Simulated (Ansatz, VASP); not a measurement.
ZrB2 in VASP and in Ansatz

The input POSCAR:

```
ZrB2
1.0
    3.1700000000      0.0000000000      0.0000000000
   -1.5850000000      2.7453005300      0.0000000000
    0.0000000000      0.0000000000      3.5330000000
Zr B
1 2
Direct
    0.0000000000      0.0000000000      0.0000000000
    0.6666666667      0.3333333333      0.5000000000
    0.3333333333      0.6666666667      0.5000000000
```

File INCAR.step1:

```
SYSTEM = ZrB2
ALGO = Normal ; EDIFF = 1E-4
ENCUT = 520 ; GGA = PE
ISMEAR = -1 ; LASPH = .True.
LCHARG = .False. ; LREAL = .False.
LWAVE = .True. ; NBANDS = 16
NELM = 100 ; PREC = Accurate
SIGMA = 0.05
```

INCAR.step2

```
SYSTEM = ZrB2
ALGO = Normal ; BPARAM = 11.95
CPARAM = 0.0093 ; EDIFF = 1E-6
ENCUT = 520 ; ISIF = 2
ISMEAR = -1 ; ISTART = 1
IVDW_NL = 2 ; LASPH = .True.
LCHARG = .False. ; LMIXTAU = .True.
LREAL = .False. ; LUSE_VDW = .True.
LWAVE = .False. ; METAGGA = R2SCAN
NBANDS = 16 ; NELM = 100
PREC = Accurate ; SIGMA = 0.05
```

Contents of KPOINTS:

```
k-points
0
Gamma
  10 10 8
  0 0 0
```

Contents of input.yaml:

```yaml
crystal:
  lattice:
    - [3.17, 0.0, 0.0]
    - [-1.585, 2.74530053, 0.0]
    - [0.0, 0.0, 3.533]
  atoms:
    - { symbol: Zr, position: [0.0, 0.0, 0.0] }
    - { symbol: B, position: [0.6666666667, 0.3333333333, 0.5] }
    - { symbol: B, position: [0.3333333333, 0.6666666667, 0.5] }
hamiltonian:
  xc: r2scan
  pseudopotentials: { kind: paw }
  dispersion: rvv10
kpoints:
  mp_grid: { grid: [10, 10, 8] }
scf:
  occupations: { method: fermi_dirac, width: 0.05 }
output:
  forces: true
  stress: true
  eigenvalues: true
```

Alike in both runs: task single point; functional r2SCAN; dispersion rVV10; k mesh 10 × 10 × 8; occupations fermi-dirac, width 0.05 eV; no spin polarisation.

|  | VASP | Ansatz |
| --- | --- | --- |
| version | VASP 6.6.1 | Ansatz 0.2.0 |
| potentials or method | VASP PAW PBE potentials, release 64 (Zr_sv, B) | Ansatz PAW |
| plane-wave cutoff (eV) | 520 | 500 |
| valence electrons in the cell | 18 | 18 |

Ansatz gave:

```
gap on the k mesh at the Fermi level (eV)                     : none
pressure (GPa)                                                : -0.2
traceless stress, the component that is largest in VASP (GPa) : 1.50
```

Question: Which values does VASP return?

Answer: gap on the k mesh at the Fermi level (eV): none; pressure (GPa): 0.1; traceless stress, the component that is largest in VASP (GPa): 1.50.

VASP's potentials were made for PBE, not for r2SCAN. A gap of «none» marks a metal or a gap that the smearing closes.
